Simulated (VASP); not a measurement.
The system is PtS2.

```
Pt S
1.0
     3.61412    0.00000    0.00000
    -1.80706    3.12992    0.00000
     0.00000    0.00000    6.73031
Pt S
1 2
Direct
  0.00000 0.00000 0.00000
  0.33333 0.66667 0.18386
  0.66667 0.33333 0.81614
```

* Program: VASP 6.6.1
* Task: relaxation of shape and atoms at fixed volume
* Functional: PBE
* Potentials or basis: VASP PAW PBE potentials, release 64 (Pt, S)
* Cutoff: 600 eV
* k mesh: 12 × 12 × 4
* Occupations: gaussian, width 0.02 eV
* Spin: no spin polarisation

At the start: pressure -3.0 GPa; volume 25.38 Å³/atom.

**Question.** Where does the relaxation end?

**Answer.** Over 7 steps the energy falls by 7.7 meV/atom; space group P-3m1 (No. 164, to 0.1 Å) before and after.

Step by step:
```
step  energy change (eV)  largest force (eV/Å)  pressure (GPa)  volume (Å³)
   1              0.0000                0.3906           -3.00        76.13
   2             -0.0152                0.1938           -1.77        76.13
   3             -0.0218                0.0488           -0.26        76.13
   4             -0.0218                0.0594           -0.20        76.13
   5             -0.0229                0.0232           -0.08        76.13
   6             -0.0230                0.0143            0.01        76.13
   7             -0.0231                0.0012           -0.06        76.13
```

Final structure:
```
Pt S
1.0
     3.57248    0.00000    0.00000
    -1.78624    3.09386    0.00000
     0.00000    0.00000    6.88813
Pt S
1 2
Direct
  0.00000 0.00000 0.00000
  0.33333 0.66667 0.17813
  0.66667 0.33333 0.82187
```

Where two steps share one volume, the run began anew on that cell with a basis built for it.

Caveat: this functional lacks dispersion, which binds layers or chains, so the pressure and a relaxed spacing across them are unreliable.
